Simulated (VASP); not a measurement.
# Cu (P6_3/mmc) in VASP: single point with PBE

Aim: the single point of Cu with PBE.

Everything below comes from runs of VASP 6.6.1. Logs are shortened: lines on timing, memory, paths and dates and some standing lists are left out, and cuts for length are marked.

### 1 The cell of the first run

The structure is hexagonal, space group P6_3/mmc (No. 194). The conventional cell has a = 2.534 Å, b = 2.534 Å, c = 4.113 Å, α = 90.00°, β = 90.00°, γ = 120.00°. Cu (site symmetry -6m2) has 12 Cu at 2.52 to 2.53 Å within 3.3 Å.

This isn't the form of Cu at room conditions, which is fcc.

### 2 Single point, PBE

INCAR

```
SYSTEM = Cu
ALGO = Normal
EDIFF = 1E-6
ENCUT = 820
GGA = PE
GGA_COMPAT = .False.
ISIF = 2
ISMEAR = 0
LASPH = .True.
LCHARG = .False.
LREAL = .False.
LWAVE = .False.
NBANDS = 26
NELM = 120
PREC = Accurate
SIGMA = 0.1
```

KPOINTS

```
k-points
0
Gamma
  3 3 2
  0 0 0
```

POSCAR

```
Cu
1.0
    2.5340966698      0.0000000000      0.0000000000
   -1.2670483349      2.1945920917      0.0000000000
    0.0000000000      0.0000000000      4.1125710000
Cu
2
Direct
    0.3333333333      0.6666666667      0.2500000000
    0.6666666667      0.3333333333      0.7500000000
```

Potentials or basis: VASP PAW PBE potentials, release 64 (Cu_sv_GW).

Command:

```sh
$ cat potpaw_PBE.64/Cu_sv_GW/POTCAR > POTCAR
$ mpirun -np 1 vasp_std > vasp.out
```

OUTCAR:

```text
SYSTEM = Cu
   EDIFF = 1E-6
   ENCUT = 820
   GGA = PE
   ISIF = 2
   ISMEAR = 0
   LASPH = .True.
   LREAL = .False.
   NELM = 120
   PREC = Accurate

 ion  position               nearest neighbor table
   1  0.333  0.667  0.250-   2 2.52   2 2.52   2 2.52   2 2.52   2 2.52   2 2.52
   2  0.667  0.333  0.750-   1 2.52   1 2.52   1 2.52   1 2.52   1 2.52   1 2.52

  LATTYP: Found a hexagonal cell.
 ALAT       =     2.5340966698
 C/A-ratio  =     1.6228942838

  Lattice vectors:

 A1 = (   2.5340966698,   0.0000000000,   0.0000000000)
 A2 = (  -1.2670483349,   2.1945920917,   0.0000000000)
 A3 = (   0.0000000000,   0.0000000000,   4.1125710000)

Analysis of symmetry for initial positions (statically):
=====================================================================
 Subroutine PRICEL returns:
 Original cell was already a primitive cell.

 Routine SETGRP: Setting up the symmetry group for a
 hexagonal supercell.

 Subroutine GETGRP returns: Found 24 space group operations
 (whereof 12 operations were pure point group operations)
 out of a pool of 24 trial point group operations.

The static configuration has the point symmetry D_3d.
 The point group associated with its full space group is D_6h.

Analysis of symmetry for dynamics (positions and initial velocities):
=====================================================================
 Subroutine PRICEL returns:
 Original cell was already a primitive cell.

 Routine SETGRP: Setting up the symmetry group for a
 hexagonal supercell.

 Subroutine GETGRP returns: Found 24 space group operations
 (whereof 12 operations were pure point group operations)
 out of a pool of 24 trial point group operations.

The dynamic configuration has the point symmetry D_3d.
 The point group associated with its full space group is D_6h.

 Subroutine INISYM returns: Found 24 space group operations
 (whereof 12 operations are pure point group operations),
 and found     1 'primitive' translations

----------------------------------------------------------------------------------------

                                     Primitive cell

  volume of cell :      22.8713

  direct lattice vectors                    reciprocal lattice vectors
     2.534096670  0.000000000  0.000000000     0.394617937  0.227832772  0.000000000
    -1.267048335  2.194592092  0.000000000     0.000000000  0.455665544  0.000000000
     0.000000000  0.000000000  4.112571000     0.000000000  0.000000000  0.243156896

  length of vectors
     2.534096670  2.534096670  4.112571000     0.455665544  0.455665544  0.243156896

  position of ions in fractional coordinates (direct lattice)
     0.333333333  0.666666667  0.250000000
     0.666666667  0.333333333  0.750000000

  ion indices of the primitive-cell ions
   primitive index   ion index
                 1           1
                 2           2

----------------------------------------------------------------------------------------

 KPOINTS: k-points

Automatic generation of k-mesh.
 Grid dimensions read from file:
 generate k-points for:    3    3    2

 Generating k-lattice:

  Cartesian coordinates                     Fractional coordinates (reciprocal lattice)
     0.131539312  0.075944257  0.000000000     0.333333333 -0.000000000  0.000000000
     0.000000000  0.151888515  0.000000000     0.000000000  0.333333333  0.000000000
     0.000000000  0.000000000  0.121578448     0.000000000  0.000000000  0.500000000

  Length of vectors
     0.151888515  0.151888515  0.121578448

  Shift w.r.t. Gamma in fractional coordinates (k-lattice)
     0.000000000  0.000000000  0.000000000

 Subroutine IBZKPT returns following result:
 ===========================================

 Found      6 irreducible k-points:

 Following reciprocal coordinates:
            Coordinates               Weight
  0.000000  0.000000  0.000000      1.000000
  0.333333 -0.000000  0.000000      6.000000
  0.333333  0.333333  0.000000      2.000000
  0.000000  0.000000  0.500000      1.000000
  0.333333 -0.000000  0.500000      6.000000
  0.333333  0.333333  0.500000      2.000000
   k-points           NKPTS =      6   k-points in BZ     NKDIM =      6   number of bands    NBANDS=     26
   number of dos      NEDOS =    301   number of ions     NIONS =      2
   total plane-waves  NPLWV =  23040
   dimension x,y,z NGX =    24 NGY =   24 NGZ =   40
   dimension x,y,z NGXF=    48 NGYF=   48 NGZF=   80
   ions per type =               2
   NGX,Y,Z   is equivalent  to a cutoff of  15.74, 15.74, 16.17 a.u.
   NGXF,Y,Z  is equivalent  to a cutoff of  31.49, 31.49, 32.34 a.u.
 SYSTEM =  Cu
   PREC   = accura    normal or accurate (medium, high low for compatibility)
   ISTART =      0    job   : 0-new  1-cont  2-samecut
   ICHARG =      2    charge: 1-file 2-atom 10-const
   ISPIN  =      1    spin polarized calculation?
   LNONCOLLINEAR =      F non collinear calculations
   LSORBIT =      F    spin-orbit coupling
   LASPH  =      T    aspherical Exc in radial PAW
   ENCUT  =  820.0 eV  60.27 Ry    7.76 a.u.   5.92  5.92  9.60*2*pi/ulx,y,z
   NELM   =    120;   NELMIN=  2; NELMDL= -5     # of ELM steps
   EDIFF  = 0.1E-05   stopping-criterion for ELM
   LREAL  =      F    real-space projection
   EDIFFG = 0.1E-04   stopping-criterion for IOM
   NSW    =      0    number of steps for IOM
   IBRION =     -1    ionic relax: 0-MD 1-quasi-New 2-CG
   NFREE  =      0    steps in history (QN), initial steepest desc. (CG)
   ISIF   =      2    stress and relaxation
   ISYM   =      2    0-nonsym 1-usesym 2-fastsym
   POTIM  = 0.5000    time-step for ionic-motion
   TEBEG  =    0.0;   TEEND  =   0.0 temperature during run
   PSTRESS=    0.0 pullay stress
   NELECT =      38.0000    total number of electrons
   NUPDOWN=      -1.0000    fix difference up-down
   EMIN   =  10.00;   EMAX   =-10.00  energy-range for DOS
   EFERMI =   0.00;   METHOD = LEGACY
   ISMEAR =     0;   SIGMA  =   0.10  broadening in eV -4-tet -1-fermi 0-gaus
   EFERMI_NEDOS =   21; number of points for ismear=-14 and -15
   IALGO  =     38    algorithm
   IMIX   =      4    mixing-type and parameters
     AMIX     =   0.40;   BMIX     =  1.00
     AMIX_MAG =   1.60;   BMIX_MAG =  1.00
  volume/ion in A,a.u.               =      11.44        77.17
  Fermi-wavevector in a.u.,A,eV,Ry     =   1.938977  3.664134 51.152874  3.759630
  Thomas-Fermi vector in A             =   2.969205
   LORBIT       =      0    0 simple, 1 ext, 2 COOP (PROOUT), +10 PAW based schemes
   GGA     = PE    functional components
   LHFCALC =     F    Hartree Fock is set to
   AEXX    =    0.0000 exact exchange contribution
   IVDW    =     0    specifies the selected vdW correction
   LEPSILON=     F    determine dielectric tensor
   LRPA    =     F    only Hartree local field effects (RPA)
 non-spin polarized calculation
 Gauss-broadening in eV      SIGMA  =   0.10
  energy-cutoff  :      820.00
  volume of cell :       22.87
 maximum number of plane-waves:      1237
 NGX is ok and might be reduce to    24
   NGX = 11   NGY = 11   NGZ = 19

 number of electron      38.0000018 magnetization

 Free energy of the ion-electron system (eV)
  ---------------------------------------------------
  ext. energy  EPLUGINS =         0.00000000
  ---------------------------------------------------
  free energy    TOTEN  =        -7.79687374 eV

  energy without entropy =       -7.76150788  energy(sigma->0) =       -7.77919081

 E-fermi :   6.8727     XC(G=0): -13.5704

 val. band max:        6.8334105750   @ k =   0.3333  -0.0000   0.5000
 cond. band min:       6.8775938899   @ k =   0.0000   0.0000   0.0000
 fundamental gap:      0.0441833149
 Fermi energy:         6.8726740079

 k-point     1 :       0.0000    0.0000    0.0000
  band No.  band energies     occupation
      1    -104.7163      2.00000
      2    -104.6998      2.00000
      3     -62.1959      2.00000
      4     -62.0714      2.00000
      5     -62.0140      2.00000
      6     -62.0140      2.00000
      7     -61.9950      2.00000
      8     -61.9950      2.00000
      9      -1.6721      2.00000
     10       2.6932      2.00000
     11       4.8433      2.00000
     12       4.9489      2.00000
     13       4.9489      2.00000
     14       5.1755      2.00000
     15       5.1755      2.00000
     16       5.4008      2.00000
     17       5.4008      2.00000
     18       6.2095      2.00000
     19       6.2095      2.00000
     20       6.8776      0.94453
     21      11.9656      0.00000
     22      29.5243      0.00000
     23      30.0296      0.00000
     24      30.0296      0.00000
     25      31.7168      0.00000
     26      31.8488      0.00000

 k-point     2 :       0.3333   -0.0000    0.0000
  band No.  band energies     occupation
      1    -104.7048      2.00000
      2    -104.6952      2.00000
      3     -62.1609      2.00000
      4     -62.0897      2.00000
      5     -62.0808      2.00000
      6     -62.0631      2.00000
      7     -62.0349      2.00000
      8     -62.0077      2.00000
      9       1.5386      2.00000
     10       3.4878      2.00000
     11       3.7523      2.00000
     12       4.4268      2.00000
     13       4.9253      2.00000
     14       4.9654      2.00000
     15       5.0616      2.00000
     16       5.9865      2.00000
     17       6.0565      2.00000
     18       6.0858      2.00000
     19       6.3450      2.00000
     20      12.6156      0.00000
     21      13.0467      0.00000
     22      15.4167      0.00000
     23      22.4774      0.00000
     24      23.2049      0.00000
     25      23.8116      0.00000
     26      27.8267      0.00000

 k-point     3 :       0.3333    0.3333    0.0000
  band No.  band energies     occupation
      1    -104.6958      2.00000
      2    -104.6958      2.00000
      3     -62.1210      2.00000
      4     -62.1210      2.00000
      5     -62.0853      2.00000
      6     -62.0677      2.00000
      7     -62.0677      2.00000
      8     -62.0493      2.00000
      9       3.6189      2.00000
     10       3.7647      2.00000
     11       3.7647      2.00000
     12       4.0574      2.00000
     13       4.6843      2.00000
     14       4.6843      2.00000
     15       5.4305      2.00000
     16       6.1273      2.00000
     17       6.1273      2.00000
     18       6.2077      2.00000
     19      10.9936      0.00000
     20      11.4071      0.00000
     21      11.4071      0.00000
     22      18.4840      0.00000
     23      19.0666      0.00000
     24      19.0666      0.00000
     25      21.2264      0.00000
     26      21.3836      0.00000

 k-point     4 :       0.0000    0.0000    0.5000
  band No.  band energies     occupation
      1    -104.7078      2.00000
      2    -104.7078      2.00000
      3     -62.1335      2.00000
      4     -62.1335      2.00000
      5     -62.0042      2.00000
      6     -62.0042      2.00000
      7     -62.0042      2.00000
      8     -62.0042      2.00000
      9       0.5174      2.00000
     10       0.5174      2.00000
     11       4.5777      2.00000
     12       4.5777      2.00000
     13       4.8919      2.00000
     14       4.8919      2.00000
     15       4.8919      2.00000
     16       4.8919      2.00000
     17       5.9828      2.00000
     18       5.9828      2.00000
     19       5.9828      2.00000
     20       5.9828      2.00000
     21      20.8355      0.00000
     22      20.8355      0.00000
     23      30.2327      0.00000
     24      30.2334      0.00000
     25      31.9598      0.00000
     26      32.0767      0.00000

 k-point     5 :       0.3333   -0.0000    0.5000
  band No.  band energies     occupation
      1    -104.7000      2.00000
      2    -104.7000      2.00000
      3     -62.1382      2.00000
      4     -62.1382      2.00000
      5     -62.0592      2.00000
      6     -62.0592      2.00000
      7     -62.0214      2.00000
      8     -62.0214      2.00000
      9       2.6746      2.00000
     10       2.6746      2.00000
     11       4.1356      2.00000
     12       4.1356      2.00000
     13       5.2489      2.00000
     14       5.2489      2.00000
     15       5.4691      2.00000
     16       5.4691      2.00000
     17       6.1574      2.00000
     18       6.1574      2.00000
     19       6.8334      1.42129
     20       6.8334      1.42129
     21      17.1429      0.00000
     22      17.1429      0.00000
     23      23.8065      0.00000
     24      23.8065      0.00000
     25      25.4691      0.00000
     26      25.4777      0.00000

 k-point     6 :       0.3333    0.3333    0.5000
  band No.  band energies     occupation
      1    -104.6961      2.00000
      2    -104.6961      2.00000
      3     -62.1387      2.00000
      4     -62.1387      2.00000
      5     -62.0677      2.00000
      6     -62.0677      2.00000
      7     -62.0505      2.00000
      8     -62.0505      2.00000
      9       3.8871      2.00000
     10       3.8871      2.00000
     11       4.0250      2.00000
     12       4.0250      2.00000
     13       4.6044      2.00000
     14       4.6044      2.00000
     15       5.4507      2.00000
     16       5.4507      2.00000
     17       6.2270      2.00000
     18       6.2270      2.00000
     19      12.0529      0.00000
     20      12.0529      0.00000
     21      13.6038      0.00000
     22      13.6038      0.00000
     23      15.0303      0.00000
     24      15.0303      0.00000
     25      28.6842      0.00000
     26      29.8972      0.00000

------------------------ aborting loop because EDIFF is reached ----------------------------------------

  FORCE on cell =-STRESS in cart. coord.  units (eV):
  Direction    XX          YY          ZZ          XY          YZ          ZX
  --------------------------------------------------------------------------------------
  -------------------------------------------------------------------------------------
  Total        0.6165530      0.6165530      0.9568915      0.0000000      0.0000000     -0.0000000
  in kB       43.1907377     43.1907377     67.0321058      0.0000000      0.0000000     -0.0000000
  external PRESSURE =      51.1378604 kB  Pullay stress =       0.0000000 kB

 VOLUME and BASIS-vectors are now :
 -----------------------------------------------------------------------------
  energy-cutoff  :      820.00
  volume of cell :       22.87
      direct lattice vectors                 reciprocal lattice vectors
     2.534096670  0.000000000  0.000000000     0.394617937  0.227832772  0.000000000
    -1.267048335  2.194592092  0.000000000     0.000000000  0.455665544  0.000000000
     0.000000000  0.000000000  4.112571000     0.000000000  0.000000000  0.243156896

 POSITION                                       TOTAL-FORCE (eV/Angst)
 -----------------------------------------------------------------------------------
     -0.00000      1.46306      1.02814         0.000000     -0.000000      0.000000
      1.26705      0.73153      3.08443        -0.000000      0.000000      0.000000
 -----------------------------------------------------------------------------------
    total drift:                               -0.000001      0.000000     -0.000000

  FREE ENERGIE OF THE ION-ELECTRON SYSTEM (eV)
  ---------------------------------------------------
  free  energy   TOTEN  =        -7.7968737367 eV

  energy  without entropy=       -7.7615078789  energy(sigma->0) =       -7.77919081
```

It took 10 s on 1 thread of Intel Xeon Platinum 8375C at 2.90GHz (Ice Lake), shared host; peak memory 0.16 GiB.

Results:

| Item | Value |
| --- | --- |
| Free energy | -7.7969 eV |
| Pressure | 5.1 GPa |
| Band gap on the k mesh | zero (bands 19 and 20 overlap by 6.07 eV) |

Levels at points of the mesh, in eV from the Fermi level:
| k point | band 16 | band 17 | band 18 | band 19 | band 20 | band 21 | band 22 | band 23 |
| --- | --- | --- | --- | --- | --- | --- | --- | --- |
| (0.00, 0.00, 0.00) | -1.47 | -1.47 | -0.66 | -0.66 | 0.00 | 5.09 | 22.65 | 23.16 |
| (0.00, 0.00, 0.50) | -1.98 | -0.89 | -0.89 | -0.89 | -0.89 | 13.96 | 13.96 | 23.36 |

Caveat: the k points lie up to 0.95 Å⁻¹ apart, too coarse for converged energies and pressures of a metal.

The gap in the log of VASP goes by the Fermi energy; the results here count the filled bands.